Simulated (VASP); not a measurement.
# CdS (F-43m) in VASP: notebook, part 2 of 2

VASP 6.6.1. The steps go on from the part before.

**3. Single point, PBE**

The input, INCAR:

```
PREC = Accurate
ENCUT = 520
EDIFF = 1E-6
ISMEAR = 0
SIGMA = 0.01
LREAL = F
LASPH = T
NELM = 100
ALGO = Normal
ISIF = 2
LWAVE = F
LCHARG = F
GGA = PE
NBANDS = 16
```

The input, KPOINTS:

```
Automatic mesh
0
Gamma
  4 4 4
```

The input, POSCAR:

```
CdS
1.0
    0.0000000000      2.9392087863      2.9392087863
    2.9392087863      0.0000000000      2.9392087863
    2.9392087863      2.9392087863      0.0000000000
Cd S
1 1
Direct
    0.0000000000      0.0000000000      0.0000000000
    0.2500000000      0.2500000000      0.2500000000
```

Potentials or basis: VASP PAW PBE potentials, release 64 (Cd, S).

Command:

```
$ cat potpaw_PBE.64/Cd/POTCAR potpaw_PBE.64/S/POTCAR > POTCAR
$ mpirun -np 1 vasp_std > vasp.out
```

OUTCAR:

```text
PREC = Accurate
   ENCUT = 520
   EDIFF = 1E-6
   ISMEAR = 0
   LREAL = F
   LASPH = T
   NELM = 100
   ISIF = 2
   GGA = PE

 ion  position               nearest neighbor table
   1  0.000  0.000  0.000-   2 2.55   2 2.55   2 2.55   2 2.55
   2  0.250  0.250  0.250-   1 2.55   1 2.55   1 2.55   1 2.55

  LATTYP: Found a face centered cubic cell.
 ALAT       =     5.8784175726

  Lattice vectors:

 A1 = (   0.0000000000,   2.9392087863,   2.9392087863)
 A2 = (   2.9392087863,   0.0000000000,   2.9392087863)
 A3 = (   2.9392087863,   2.9392087863,   0.0000000000)

Analysis of symmetry for initial positions (statically):
=====================================================================
 Subroutine PRICEL returns:
 Original cell was already a primitive cell.

 Routine SETGRP: Setting up the symmetry group for a
 face centered cubic supercell.

 Subroutine GETGRP returns: Found 24 space group operations
 (whereof 24 operations were pure point group operations)
 out of a pool of 48 trial point group operations.

The static configuration has the point symmetry T_d .

Analysis of symmetry for dynamics (positions and initial velocities):
=====================================================================
 Subroutine PRICEL returns:
 Original cell was already a primitive cell.

 Routine SETGRP: Setting up the symmetry group for a
 face centered cubic supercell.

 Subroutine GETGRP returns: Found 24 space group operations
 (whereof 24 operations were pure point group operations)
 out of a pool of 48 trial point group operations.

The dynamic configuration has the point symmetry T_d .

 Subroutine INISYM returns: Found 24 space group operations
 (whereof 24 operations are pure point group operations),
 and found     1 'primitive' translations

----------------------------------------------------------------------------------------

                                     Primitive cell

  volume of cell :      50.7833

  direct lattice vectors                    reciprocal lattice vectors
     0.000000000  2.939208786  2.939208786    -0.170113808  0.170113808  0.170113808
     2.939208786  0.000000000  2.939208786     0.170113808 -0.170113808  0.170113808
     2.939208786  2.939208786  0.000000000     0.170113808  0.170113808 -0.170113808

  length of vectors
     4.156668928  4.156668928  4.156668928     0.294645759  0.294645759  0.294645759

  position of ions in fractional coordinates (direct lattice)
     0.000000000  0.000000000  0.000000000
     0.250000000  0.250000000  0.250000000

  ion indices of the primitive-cell ions
   primitive index   ion index
                 1           1
                 2           2

----------------------------------------------------------------------------------------

 KPOINTS: Automatic mesh

Automatic generation of k-mesh.
 Grid dimensions read from file:
 generate k-points for:    4    4    4

 Generating k-lattice:

  Cartesian coordinates                     Fractional coordinates (reciprocal lattice)
    -0.042528452  0.042528452  0.042528452     0.250000000  0.000000000  0.000000000
     0.042528452 -0.042528452  0.042528452     0.000000000  0.250000000  0.000000000
     0.042528452  0.042528452 -0.042528452     0.000000000  0.000000000  0.250000000

  Length of vectors
     0.073661440  0.073661440  0.073661440

  Shift w.r.t. Gamma in fractional coordinates (k-lattice)
     0.000000000  0.000000000  0.000000000

 Subroutine IBZKPT returns following result:
 ===========================================

 Found      8 irreducible k-points:

 Following reciprocal coordinates:
            Coordinates               Weight
  0.000000  0.000000  0.000000      1.000000
  0.250000  0.000000  0.000000      8.000000
  0.500000  0.000000  0.000000      4.000000
  0.250000  0.250000  0.000000      6.000000
  0.500000  0.250000  0.000000     24.000000
 -0.250000  0.250000  0.000000     12.000000
  0.500000  0.500000  0.000000      3.000000
 -0.250000  0.500000  0.250000      6.000000
   k-points           NKPTS =      8   k-points in BZ     NKDIM =      8   number of bands    NBANDS=     16
   number of dos      NEDOS =    301   number of ions     NIONS =      2
   total plane-waves  NPLWV =  32768
   dimension x,y,z NGX =    32 NGY =   32 NGZ =   32
   dimension x,y,z NGXF=    64 NGYF=   64 NGZF=   64
   ions per type =               1   1
   NGX,Y,Z   is equivalent  to a cutoff of  12.80, 12.80, 12.80 a.u.
   NGXF,Y,Z  is equivalent  to a cutoff of  25.60, 25.60, 25.60 a.u.
 SYSTEM =  unknown system
   PREC   = accura    normal or accurate (medium, high low for compatibility)
   ISTART =      0    job   : 0-new  1-cont  2-samecut
   ICHARG =      2    charge: 1-file 2-atom 10-const
   ISPIN  =      1    spin polarized calculation?
   LNONCOLLINEAR =      F non collinear calculations
   LSORBIT =      F    spin-orbit coupling
   LASPH  =      T    aspherical Exc in radial PAW
   ENCUT  =  520.0 eV  38.22 Ry    6.18 a.u.   7.73  7.73  7.73*2*pi/ulx,y,z
   NELM   =    100;   NELMIN=  2; NELMDL= -5     # of ELM steps
   EDIFF  = 0.1E-05   stopping-criterion for ELM
   LREAL  =      F    real-space projection
   EDIFFG = 0.1E-04   stopping-criterion for IOM
   NSW    =      0    number of steps for IOM
   IBRION =     -1    ionic relax: 0-MD 1-quasi-New 2-CG
   NFREE  =      0    steps in history (QN), initial steepest desc. (CG)
   ISIF   =      2    stress and relaxation
   ISYM   =      2    0-nonsym 1-usesym 2-fastsym
   POTIM  = 0.5000    time-step for ionic-motion
   TEBEG  =    0.0;   TEEND  =   0.0 temperature during run
   PSTRESS=    0.0 pullay stress
   NELECT =      18.0000    total number of electrons
   NUPDOWN=      -1.0000    fix difference up-down
   EMIN   =  10.00;   EMAX   =-10.00  energy-range for DOS
   EFERMI =   0.00;   METHOD = LEGACY
   ISMEAR =     0;   SIGMA  =   0.01  broadening in eV -4-tet -1-fermi 0-gaus
   EFERMI_NEDOS =   21; number of points for ismear=-14 and -15
   IALGO  =     38    algorithm
   IMIX   =      4    mixing-type and parameters
     AMIX     =   0.40;   BMIX     =  1.00
     AMIX_MAG =   1.60;   BMIX_MAG =  1.00
  volume/ion in A,a.u.               =      25.39       171.35
  Fermi-wavevector in a.u.,A,eV,Ry     =   1.158578  2.189395 18.263137  1.342303
  Thomas-Fermi vector in A             =   2.295179
   LORBIT       =      0    0 simple, 1 ext, 2 COOP (PROOUT), +10 PAW based schemes
   GGA     = PE    functional components
   LHFCALC =     F    Hartree Fock is set to
   AEXX    =    0.0000 exact exchange contribution
   IVDW    =     0    specifies the selected vdW correction
   LEPSILON=     F    determine dielectric tensor
   LRPA    =     F    only Hartree local field effects (RPA)
 non-spin polarized calculation
 Gauss-broadening in eV      SIGMA  =   0.01
  energy-cutoff  :      520.00
  volume of cell :       50.78
 maximum number of plane-waves:      1384
 NGX is ok and might be reduce to    32
   NGX = 15   NGY = 15   NGZ = 15

 number of electron      18.0000005 magnetization

 Free energy of the ion-electron system (eV)
  ---------------------------------------------------
  ext. energy  EPLUGINS =         0.00000000
  ---------------------------------------------------
  free energy    TOTEN  =        -6.10703314 eV

  energy without entropy =       -6.10703314  energy(sigma->0) =       -6.10703314

 E-fermi :   1.2499     XC(G=0):  -9.0320

 val. band max:        1.1404118225   @ k =   0.0000   0.0000   0.0000
 cond. band min:       2.2272305122   @ k =   0.0000   0.0000   0.0000
 fundamental gap:      1.0868186897
 Fermi energy:         1.2499437167

 k-point     1 :       0.0000    0.0000    0.0000
  band No.  band energies     occupation
      1     -11.0867      2.00000
      2      -6.5277      2.00000
      3      -6.5277      2.00000
      4      -6.5277      2.00000
      5      -6.0815      2.00000
      6      -6.0815      2.00000
[... 8 lines left out ...]
     15      12.5735      0.00000
     16      12.5735      0.00000
[... 115 lines left out ...]
 k-point     8 :      -0.2500    0.5000    0.2500
  band No.  band energies     occupation
      1     -10.5587      2.00000
      2      -6.3077      2.00000
      3      -6.2930      2.00000
      4      -6.1177      2.00000
      5      -6.0730      2.00000
      6      -5.4851      2.00000
[... 8 lines left out ...]
     15      14.2640      0.00000
     16      14.3834      0.00000

------------------------ aborting loop because EDIFF is reached ----------------------------------------

  FORCE on cell =-STRESS in cart. coord.  units (eV):
  Direction    XX          YY          ZZ          XY          YZ          ZX
  --------------------------------------------------------------------------------------
  -------------------------------------------------------------------------------------
  Total        0.5889820      0.5889820      0.5889820      0.0000000      0.0000000      0.0000000
  in kB       18.5819514     18.5819514     18.5819514      0.0000000      0.0000000      0.0000000
  external PRESSURE =      18.5819514 kB  Pullay stress =       0.0000000 kB

 VOLUME and BASIS-vectors are now :
 -----------------------------------------------------------------------------
  energy-cutoff  :      520.00
  volume of cell :       50.78
      direct lattice vectors                 reciprocal lattice vectors
     0.000000000  2.939208786  2.939208786    -0.170113808  0.170113808  0.170113808
     2.939208786  0.000000000  2.939208786     0.170113808 -0.170113808  0.170113808
     2.939208786  2.939208786  0.000000000     0.170113808  0.170113808 -0.170113808

 POSITION                                       TOTAL-FORCE (eV/Angst)
 -----------------------------------------------------------------------------------
      0.00000      0.00000      0.00000        -0.000000     -0.000000     -0.000000
      1.46960      1.46960      1.46960         0.000000      0.000000      0.000000
 -----------------------------------------------------------------------------------
    total drift:                               -0.000000     -0.000000     -0.000000

  FREE ENERGIE OF THE ION-ELECTRON SYSTEM (eV)
  ---------------------------------------------------
  free  energy   TOTEN  =        -6.1070331414 eV

  energy  without entropy=       -6.1070331414  energy(sigma->0) =       -6.10703314
```

OSZICAR:

```text
N       E                     dE             d eps       ncg     rms          rms(c)
DAV:   1     0.102815708391E+03    0.10282E+03   -0.89699E+03   256   0.102E+03
DAV:   2    -0.263596175734E+01   -0.10545E+03   -0.99432E+02   280   0.246E+02
DAV:   3    -0.664494407824E+01   -0.40090E+01   -0.39981E+01   344   0.508E+01
DAV:   4    -0.666948199821E+01   -0.24538E-01   -0.24535E-01   296   0.373E+00
DAV:   5    -0.666984026653E+01   -0.35827E-03   -0.35827E-03   344   0.425E-01    0.771E+00
DAV:   6    -0.612649742193E+01    0.54334E+00   -0.84896E-01   360   0.114E+01    0.628E+00
DAV:   7    -0.610633043501E+01    0.20167E-01   -0.20151E-01   304   0.306E+00    0.308E+00
DAV:   8    -0.610686014809E+01   -0.52971E-03   -0.18794E-02   288   0.171E+00    0.297E-01
DAV:   9    -0.610681177490E+01    0.48373E-04   -0.23258E-03   296   0.697E-01    0.609E-02
DAV:  10    -0.610694552386E+01   -0.13375E-03   -0.27121E-04   288   0.173E-01    0.719E-02
DAV:  11    -0.610704224303E+01   -0.96719E-04   -0.16294E-04   264   0.101E-01    0.255E-02
DAV:  12    -0.610703202980E+01    0.10213E-04   -0.29828E-05   376   0.707E-02    0.109E-02
DAV:  13    -0.610703344043E+01   -0.14106E-05   -0.45086E-06   280   0.123E-02    0.937E-03
DAV:  14    -0.610703314143E+01    0.29900E-06   -0.33012E-07   232   0.376E-03
   1 F= -.61070331E+01 E0= -.61070331E+01  d E =-.208428E-55
```

Run time: 14 s. Hardware: 1 thread of AMD EPYC 7R13, shared host; peak memory 0.14 GiB.

What came out:

```yaml
Free_energy: -6.1070 eV
Pressure: 1.9 GPa
Band_gap_on_the_k_mesh: 1.09 eV, direct
```

Caveat: the k points lie up to 0.46 Å⁻¹ apart.

**4. Single point, LDA**

This run uses another cell than the first one, of 23.85 Å³/atom, 0.939 times its volume.

The input, INCAR:

```
PREC = Accurate
ENCUT = 520
EDIFF = 1E-6
ISMEAR = -1
SIGMA = 0.02
LREAL = F
LASPH = T
NELM = 60
ALGO = Normal
ISIF = 2
LWAVE = F
LCHARG = F
NBANDS = 16
```

The input, KPOINTS:

```
regular mesh
0
Gamma
  6 6 6
```

The input, POSCAR:

```
CdS
1.0
    0.0000000000      2.8784322858      2.8784322858
    2.8784322858      0.0000000000      2.8784322858
    2.8784322858      2.8784322858      0.0000000000
Cd S
1 1
Direct
    0.0000000000      0.0000000000      0.0000000000
    0.2500000000      0.2500000000      0.2500000000
```

Potentials or basis: VASP PAW LDA potentials, release 64 (Cd, S).

Command:

```
$ cat potpaw_LDA.64/Cd/POTCAR potpaw_LDA.64/S/POTCAR > POTCAR
$ mpirun -np 1 vasp_std > vasp.out
```

Run time: 16 s. Hardware: 1 thread of AMD EPYC 7R13, shared host; peak memory 0.12 GiB.

The run converged. Its results:

| Item | Value |
| --- | --- |
| Free energy | -7.4038 eV |
| Pressure | 0.6 GPa |
| Band gap on the k mesh | 0.98 eV, direct |

Levels at points of the mesh, in eV from the valence-band top:
| k point | band 6 | band 7 | band 8 | band 9 | band 10 | band 11 | band 12 | band 13 |
| --- | --- | --- | --- | --- | --- | --- | --- | --- |
| (0.00, 0.00, 0.00) | -7.40 | 0.00 | 0.00 | 0.00 | 0.98 | 6.35 | 6.35 | 6.35 |
| (0.50, 0.00, 0.00) | -6.98 | -4.77 | -0.83 | -0.83 | 2.84 | 6.84 | 6.84 | 7.34 |
| (0.50, 0.50, 0.00) | -6.91 | -4.23 | -2.07 | -2.07 | 3.24 | 4.21 | 9.13 | 10.78 |
